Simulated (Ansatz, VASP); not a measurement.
Ta: VASP beside Ansatz

POSCAR

```
Ta
1.0
    0.0000000000      2.1115096340      2.1115096340
    2.1115096340      0.0000000000      2.1115096340
    2.1115096340      2.1115096340      0.0000000000
Ta
1
Direct
    0.0000000000      0.0000000000      0.0000000000
```

INCAR.step1

```
SYSTEM = Ta
PREC = Accurate
ENCUT = 520
ISMEAR = 0
SIGMA = 0.1
LREAL = .False.
LASPH = .True.
NELM = 100
NBANDS = 12
GGA = PE
ALGO = Normal
EDIFF = 1E-4
LWAVE = .True.
LCHARG = .False.
```

File INCAR.step2:

```
SYSTEM = Ta
PREC = Accurate
ENCUT = 520
EDIFF = 1E-6
ISMEAR = 0
SIGMA = 0.1
LREAL = .False.
LASPH = .True.
NELM = 100
ALGO = Normal
ISIF = 2
LWAVE = .False.
LCHARG = .False.
METAGGA = R2SCAN
LMIXTAU = .True.
NBANDS = 12
ISTART = 1
```

Contents of KPOINTS:

```
regular mesh
0
Gamma
  18 18 18
  0 0 0
```

Input for Ansatz:

```yaml
crystal:
  lattice:
    - [0.0, 2.111509634, 2.111509634]
    - [2.111509634, 0.0, 2.111509634]
    - [2.111509634, 2.111509634, 0.0]
  atoms:
    - { symbol: Ta, position: [0.0, 0.0, 0.0] }
basis:
  ecutwfc: 500
kpoints:
  mp_grid: { grid: [18, 18, 18] }
  band_path:
    path:
      - [0.0, 0.0, 0.0]
      - [0.5, 0.0, 0.5]
      - [0.625, 0.25, 0.625]
      - [0.375, 0.375, 0.75]
      - [0.5, 0.5, 0.5]
      - [0.5, 0.25, 0.75]
    npoints: 1
hamiltonian:
  xc: r2scan
scf:
  occupations: { method: gaussian, width: 0.1 }
  n_extra_bands: 4
output:
  forces: true
  stress: true
  eigenvalues: true
```

Alike in both runs: task single point; functional r2SCAN; k mesh 18 × 18 × 18; occupations gaussian, width 0.1 eV; no spin polarisation.

|  | VASP | Ansatz |
| --- | --- | --- |
| version | VASP 6.6.1 | Ansatz 0.2.0 |
| potentials or method | VASP PAW PBE potentials, release 64 (Ta_pv), cutoff 520 eV | scalar-relativistic, plane waves, PAW |
| valence electrons in the cell | 11 | 13 |

VASP gave:

| Property | Result |
| --- | --- |
| gap on the k mesh at the Fermi level (eV) | none |
| pressure (GPa) | -1.6 |

Problem. Which values does Ansatz return?

Solution. gap on the k mesh at the Fermi level (eV): none; pressure (GPa): -2.1.

VASP's potentials were made for PBE, not for r2SCAN. A gap of «none» marks a metal or a gap that the smearing closes. VASP's potentials hold 11 valence electrons a cell and Ansatz's 13, so a difference there can come from the potentials and not from the codes.

Spin-orbit coupling is off throughout.
